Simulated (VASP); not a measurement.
# CoSi in VASP: single point with PBE

Aim: the single point of CoSi with PBE.

Program: VASP 6.6.1. These are calculated values, not measurements. Logs are shortened: lines on timing, memory, paths and dates and some standing lists are left out, and cuts for length are marked.

### Step 1. The cell of the first run

The typed cell holds 8 atoms: a = 4.431 Å, b = 4.431 Å, c = 4.431 Å, α = 90.00°, β = 90.00°, γ = 90.00°.

### Step 2. Single point, PBE

File INCAR:

```
SYSTEM = CoSi
PREC     = Accurate       ! precision mode
ENCUT    = 520            ! plane-wave cutoff, eV
EDIFF    = 1E-6           ! SCF threshold, eV
ISMEAR   = 0              ! smearing method
SIGMA    = 0.15           ! smearing width, eV
LREAL    = .False.        ! projectors in reciprocal space
LASPH    = .True.         ! aspherical terms in the spheres
NELM     = 80             ! most SCF steps
ALGO     = Normal         ! electronic algorithm
ISIF     = 2              ! what is computed and relaxed
LWAVE    = .False.        ! write WAVECAR
LCHARG   = .False.        ! write CHGCAR
GGA      = PE             ! functional
NBANDS   = 36             ! bands
```

File KPOINTS:

```
regular mesh
0
Gamma
  8 8 8
  0 0 0
```

File POSCAR:

```
CoSi
1.0
    4.4307357438     -0.0000062217     -0.0000507683
   -0.0000062217      4.4306857788      0.0000212632
   -0.0000507683      0.0000212632      4.4305894391
Co Si
4 4
Direct
    0.1449890064      0.1449965003      0.1449918495
    0.3550293056      0.8550081839      0.6449964080
    0.6449672070      0.3550024519      0.8550006025
    0.8550143876      0.6450034043      0.3550061552
    0.8431643837      0.8431431848      0.8431530065
    0.6568504097      0.1568535927      0.3431453953
    0.3431558606      0.6568497556      0.1568594874
    0.1568294394      0.3431429263      0.6568470958
```

Potentials or basis: VASP PAW PBE potentials, release 64 (Co, Si).

Command:

```bash
$ cat potpaw_PBE.64/Co/POTCAR potpaw_PBE.64/Si/POTCAR > POTCAR
$ mpirun -np 1 vasp_std > vasp.out
```

OUTCAR:

```text
SYSTEM = CoSi
   PREC = Accurate
   ENCUT = 520
   EDIFF = 1E-6
   ISMEAR = 0
   LREAL = .False.
   LASPH = .True.
   NELM = 80
   ISIF = 2
   GGA = PE

 ion  position               nearest neighbor table
   1  0.145  0.145  0.145-   5 2.32   8 2.33   6 2.33   7 2.33   8 2.43   7 2.43   6 2.43   3 2.72
                             4 2.72   2 2.72   2 2.72   4 2.72   3 2.72
   2  0.355  0.855  0.645-   6 2.32   7 2.33   5 2.33   8 2.33   7 2.43   5 2.43   8 2.43   3 2.72
                             3 2.72   4 2.72   1 2.72   1 2.72   4 2.72
   3  0.645  0.355  0.855-   7 2.32   6 2.33   8 2.33   5 2.33   6 2.43   8 2.43   5 2.43   2 2.72
                             2 2.72   1 2.72   4 2.72   4 2.72   1 2.72
   4  0.855  0.645  0.355-   8 2.32   5 2.33   7 2.33   6 2.33   5 2.43   7 2.43   6 2.43   1 2.72
                             2 2.72   1 2.72   3 2.72   2 2.72   3 2.72
   5  0.843  0.843  0.843-   1 2.32   4 2.33   2 2.33   3 2.33   4 2.43   2 2.43   3 2.43   8 2.74
                             8 2.74   7 2.74   6 2.74   6 2.74   7 2.74
   6  0.657  0.157  0.343-   2 2.32   3 2.33   1 2.33   4 2.33   3 2.43   4 2.43   1 2.43   8 2.74
                             7 2.74   7 2.74   5 2.74   5 2.74   8 2.74
   7  0.343  0.657  0.157-   3 2.32   2 2.33   4 2.33   1 2.33   2 2.43   4 2.43   1 2.43   6 2.74
                             5 2.74   8 2.74   6 2.74   8 2.74   5 2.74
   8  0.157  0.343  0.657-   4 2.32   1 2.33   3 2.33   2 2.33   1 2.43   3 2.43   2 2.43   6 2.74
                             5 2.74   5 2.74   7 2.74   7 2.74   6 2.74

  LATTYP: Found a simple monoclinic cell.
 ALAT       =     4.4306857789
 B/A-ratio  =     0.9999782563
 C/A-ratio  =     1.4142195506
 COS(beta)  =    -0.7071018012

  Lattice vectors:

 A1 = (  -0.0000062217,   4.4306857788,   0.0000212632)
 A2 = (   0.0000507683,  -0.0000212632,  -4.4305894391)
 A3 = (  -4.4307295221,  -4.4306795571,   0.0000295051)

Analysis of symmetry for initial positions (statically):
=====================================================================
 Subroutine PRICEL returns:
 Original cell was already a primitive cell.

 Routine SETGRP: Setting up the symmetry group for a
 simple monoclinic supercell.

 Subroutine GETGRP returns: Found  1 space group operations
 (whereof  1 operations were pure point group operations)
 out of a pool of  4 trial point group operations.

The static configuration has the point symmetry C_1 .

Analysis of symmetry for dynamics (positions and initial velocities):
=====================================================================
 Subroutine PRICEL returns:
 Original cell was already a primitive cell.

 Routine SETGRP: Setting up the symmetry group for a
 simple monoclinic supercell.

 Subroutine GETGRP returns: Found  1 space group operations
 (whereof  1 operations were pure point group operations)
 out of a pool of  4 trial point group operations.

The dynamic configuration has the point symmetry C_1 .

 Subroutine INISYM returns: Found  1 space group operations
 (whereof  1 operations are pure point group operations),
 and found     1 'primitive' translations

----------------------------------------------------------------------------------------

                                     Primitive cell

  volume of cell :      86.9778

  direct lattice vectors                    reciprocal lattice vectors
     4.430735744 -0.000006222 -0.000050768     0.225696150  0.000000317  0.000002586
    -0.000006222  4.430685779  0.000021263     0.000000317  0.225698695 -0.000001083
    -0.000050768  0.000021263  4.430589439     0.000002586 -0.000001083  0.225703603

  length of vectors
     4.430735744  4.430685779  4.430589439     0.225696150  0.225698695  0.225703603

  position of ions in fractional coordinates (direct lattice)
     0.144989006  0.144996500  0.144991850
     0.355029306  0.855008184  0.644996408
     0.644967207  0.355002452  0.855000602
     0.855014388  0.645003404  0.355006155
     0.843164384  0.843143185  0.843153007
     0.656850410  0.156853593  0.343145395
     0.343155861  0.656849756  0.156859487
     0.156829439  0.343142926  0.656847096

  ion indices of the primitive-cell ions
   primitive index   ion index
                 1           1
                 2           2
                 3           3
                 4           4
                 5           5
                 6           6
                 7           7
                 8           8

----------------------------------------------------------------------------------------

 KPOINTS: regular mesh

Automatic generation of k-mesh.
 Grid dimensions read from file:
 generate k-points for:    8    8    8

 Generating k-lattice:

  Cartesian coordinates                     Fractional coordinates (reciprocal lattice)
     0.028212019  0.000000040  0.000000323     0.125000000  0.000000000  0.000000000
     0.000000040  0.028212337 -0.000000135    -0.000000000  0.125000000  0.000000000
     0.000000323 -0.000000135  0.028212950     0.000000000 -0.000000000  0.125000000

  Length of vectors
     0.028212019  0.028212337  0.028212950

  Shift w.r.t. Gamma in fractional coordinates (k-lattice)
     0.000000000  0.000000000  0.000000000

 Subroutine IBZKPT returns following result:
 ===========================================

 Found    260 irreducible k-points:

 Following reciprocal coordinates:
            Coordinates               Weight
  0.000000  0.000000  0.000000      1.000000
  0.125000 -0.000000 -0.000000      2.000000
  0.250000 -0.000000 -0.000000      2.000000
  0.375000 -0.000000  0.000000      2.000000
  0.500000 -0.000000 -0.000000      1.000000
 -0.000000  0.125000  0.000000      2.000000
[... 16 lines left out ...]
  0.125000  0.375000  0.000000      2.000000
 -0.125000  0.375000  0.000000      2.000000
 [... further k-points ...]
   k-points           NKPTS =    260   k-points in BZ     NKDIM =    260   number of bands    NBANDS=     36
   number of dos      NEDOS =    301   number of ions     NIONS =      8
   total plane-waves  NPLWV =  46656
   dimension x,y,z NGX =    36 NGY =   36 NGZ =   36
   dimension x,y,z NGXF=    72 NGYF=   72 NGZF=   72
   ions per type =               4   4
   NGX,Y,Z   is equivalent  to a cutoff of  13.51, 13.51, 13.51 a.u.
   NGXF,Y,Z  is equivalent  to a cutoff of  27.02, 27.02, 27.02 a.u.
 SYSTEM =  CoSi
   PREC   = accura    normal or accurate (medium, high low for compatibility)
   ISTART =      0    job   : 0-new  1-cont  2-samecut
   ICHARG =      2    charge: 1-file 2-atom 10-const
   ISPIN  =      1    spin polarized calculation?
   LNONCOLLINEAR =      F non collinear calculations
   LSORBIT =      F    spin-orbit coupling
   LASPH  =      T    aspherical Exc in radial PAW
   ENCUT  =  520.0 eV  38.22 Ry    6.18 a.u.   8.24  8.24  8.24*2*pi/ulx,y,z
   NELM   =     80;   NELMIN=  2; NELMDL= -5     # of ELM steps
   EDIFF  = 0.1E-05   stopping-criterion for ELM
   LREAL  =      F    real-space projection
   EDIFFG = 0.1E-04   stopping-criterion for IOM
   NSW    =      0    number of steps for IOM
   IBRION =     -1    ionic relax: 0-MD 1-quasi-New 2-CG
   NFREE  =      0    steps in history (QN), initial steepest desc. (CG)
   ISIF   =      2    stress and relaxation
   ISYM   =      2    0-nonsym 1-usesym 2-fastsym
   POTIM  = 0.5000    time-step for ionic-motion
   TEBEG  =    0.0;   TEEND  =   0.0 temperature during run
   PSTRESS=    0.0 pullay stress
   NELECT =      52.0000    total number of electrons
   NUPDOWN=      -1.0000    fix difference up-down
   EMIN   =  10.00;   EMAX   =-10.00  energy-range for DOS
   EFERMI =   0.00;   METHOD = LEGACY
   ISMEAR =     0;   SIGMA  =   0.15  broadening in eV -4-tet -1-fermi 0-gaus
   EFERMI_NEDOS =   21; number of points for ismear=-14 and -15
   IALGO  =     38    algorithm
   IMIX   =      4    mixing-type and parameters
     AMIX     =   0.40;   BMIX     =  1.00
     AMIX_MAG =   1.60;   BMIX_MAG =  1.00
  volume/ion in A,a.u.               =      10.87        73.37
  Fermi-wavevector in a.u.,A,eV,Ry     =   1.379134  2.606186 25.878430  1.902011
  Thomas-Fermi vector in A             =   2.504132
   LORBIT       =      0    0 simple, 1 ext, 2 COOP (PROOUT), +10 PAW based schemes
   GGA     = PE    functional components
   LHFCALC =     F    Hartree Fock is set to
   AEXX    =    0.0000 exact exchange contribution
   IVDW    =     0    specifies the selected vdW correction
   LEPSILON=     F    determine dielectric tensor
   LRPA    =     F    only Hartree local field effects (RPA)
 non-spin polarized calculation
 Gauss-broadening in eV      SIGMA  =   0.15
  energy-cutoff  :      520.00
  volume of cell :       86.98
 maximum number of plane-waves:      2360
 NGX is ok and might be reduce to    36
   NGX = 17   NGY = 17   NGZ = 17

 number of electron      52.0000004 magnetization

 Free energy of the ion-electron system (eV)
  ---------------------------------------------------
  ext. energy  EPLUGINS =         0.00000000
  ---------------------------------------------------
  free energy    TOTEN  =       -54.75612696 eV

  energy without entropy =      -54.73814171  energy(sigma->0) =      -54.74713434

 E-fermi :  12.1478     XC(G=0): -12.8675

 val. band max:       12.1044645427   @ k =   0.5000   0.3750   0.5000
 cond. band min:      12.2427608179   @ k =  -0.3750   0.3750  -0.3750
 fundamental gap:      0.1382962751
 Fermi energy:        12.1478055489

 k-point     1 :       0.0000    0.0000    0.0000
  band No.  band energies     occupation
      1      -1.5633      2.00000
      2       3.9311      2.00000
      3       3.9312      2.00000
      4       3.9313      2.00000
      5       6.6316      2.00000
      6       6.6318      2.00000
[... 28 lines left out ...]
     35      15.6801      0.00000
     36      16.9729      0.00000

 k-point     2 :       0.1250   -0.0000   -0.0000
  band No.  band energies     occupation
      1      -1.4469      2.00000
      2       3.1377      2.00000
      3       4.0057      2.00000
      4       4.5020      2.00000
      5       6.1977      2.00000
      6       6.7015      2.00000
[... 28 lines left out ...]
     35      16.0967      0.00000
     36      17.4060      0.00000

 k-point     3 :       0.2500   -0.0000   -0.0000
  band No.  band energies     occupation
      1      -1.1013      2.00000
      2       2.1562      2.00000
      3       4.2229      2.00000
      4       4.9557      2.00000
      5       6.0000      2.00000
      6       6.8545      2.00000
[... 28 lines left out ...]
     35      16.7923      0.00000
     36      17.4864      0.00000
[... 742 lines left out ...]
 k-point    23 :       0.1250    0.3750    0.0000
  band No.  band energies     occupation
      1      -0.4265      2.00000
      2       1.2361      2.00000
      3       4.1455      2.00000
      4       5.0856      2.00000
      5       6.0547      2.00000
      6       6.4172      2.00000
[... 28 lines left out ...]
     35      16.4853      0.00000
     36      17.8572      0.00000

 k-point    24 :      -0.1250    0.3750    0.0000
  band No.  band energies     occupation
      1      -0.4265      2.00000
      2       1.2361      2.00000
      3       4.1455      2.00000
      4       5.0855      2.00000
      5       6.0547      2.00000
      6       6.4172      2.00000
[... 28 lines left out ...]
     35      16.4854      0.00000
     36      17.8572      0.00000

 [... further k-points ...]

------------------------ aborting loop because EDIFF is reached ----------------------------------------

  FORCE on cell =-STRESS in cart. coord.  units (eV):
  Direction    XX          YY          ZZ          XY          YZ          ZX
  --------------------------------------------------------------------------------------
  -------------------------------------------------------------------------------------
  Total       -0.0245270     -0.0232803     -0.0207336      0.0001611     -0.0006865      0.0016677
  in kB       -0.4517997     -0.4288348     -0.3819243      0.0029668     -0.0126465      0.0307200
  external PRESSURE =      -0.4208529 kB  Pullay stress =       0.0000000 kB

 VOLUME and BASIS-vectors are now :
 -----------------------------------------------------------------------------
  energy-cutoff  :      520.00
  volume of cell :       86.98
      direct lattice vectors                 reciprocal lattice vectors
     4.430735744 -0.000006222 -0.000050768     0.225696150  0.000000317  0.000002586
    -0.000006222  4.430685779  0.000021263     0.000000317  0.225698695 -0.000001083
    -0.000050768  0.000021263  4.430589439     0.000002586 -0.000001083  0.225703603

 POSITION                                       TOTAL-FORCE (eV/Angst)
 -----------------------------------------------------------------------------------
      0.64240      0.64244      0.64240         0.001183      0.001325      0.001677
      1.57300      3.78828      2.85771        -0.002495     -0.001431      0.001125
      2.85763      1.57292      3.78813         0.002808     -0.000999     -0.000914
      3.78832      2.85781      1.57286        -0.001580      0.000797     -0.001599
      3.73579      3.73572      3.73564         0.001664      0.001911      0.002097
      2.91031      0.69497      1.52031        -0.001781     -0.001760      0.001844
      1.52042      2.91030      0.69498         0.001801     -0.001985     -0.002276
      0.69483      1.52037      2.91022        -0.001600      0.002141     -0.001954
 -----------------------------------------------------------------------------------
    total drift:                                0.000019      0.000098     -0.000070

  FREE ENERGIE OF THE ION-ELECTRON SYSTEM (eV)
  ---------------------------------------------------
  free  energy   TOTEN  =       -54.7561269611 eV

  energy  without entropy=      -54.7381417126  energy(sigma->0) =      -54.74713434
```

Wall time 21 min (1 thread of Intel Xeon 8259CL, shared host); peak memory 0.67 GiB.

What came out:

| Quantity | Value |
| --- | --- |
| Free energy | -54.7561 eV |
| Pressure | 0.0 GPa |
| Largest force | 0.004 eV/Å |
| Band gap on the k mesh | zero (bands 26 and 27 overlap by 0.21 eV) |

Forces on the atoms (eV/Å):
```
Co   0.001  0.001  0.002
Co  -0.002 -0.001  0.001
Co   0.003 -0.001 -0.001
Co  -0.002  0.001 -0.002
Si   0.002  0.002  0.002
Si  -0.002 -0.002  0.002
Si   0.002 -0.002 -0.002
Si  -0.002  0.002 -0.002
```

Levels at points of the mesh, in eV from the Fermi level:
```tsv
k point	band 23	band 24	band 25	band 26	band 27	band 28	band 29	band 30
(0.00, 0.00, 0.00)	-0.82	-0.82	-0.05	-0.05	-0.05	2.45	2.45	2.45
(0.50, 0.00, 0.00)	-0.69	-0.69	-0.52	-0.52	0.96	0.96	1.45	1.45
(0.00, 0.50, 0.00)	-0.69	-0.69	-0.52	-0.52	0.96	0.96	1.45	1.45
(0.50, 0.50, 0.00)	-1.04	-1.04	-0.08	-0.07	0.55	0.55	1.96	1.96
(0.00, 0.00, 0.50)	-0.69	-0.69	-0.52	-0.52	0.96	0.96	1.45	1.45
(0.50, 0.00, 0.50)	-1.04	-1.04	-0.08	-0.07	0.55	0.55	1.96	1.96
(0.00, 0.50, 0.50)	-1.04	-1.04	-0.08	-0.07	0.55	0.55	1.96	1.96
(0.50, 0.50, 0.50)	-1.26	-1.26	-0.26	-0.26	-0.26	-0.26	5.37	5.37
```

Caveat: the run has no spin polarisation, though such a crystal can be magnetic.

The gap in the log of VASP goes by the Fermi energy; the results here count the filled bands.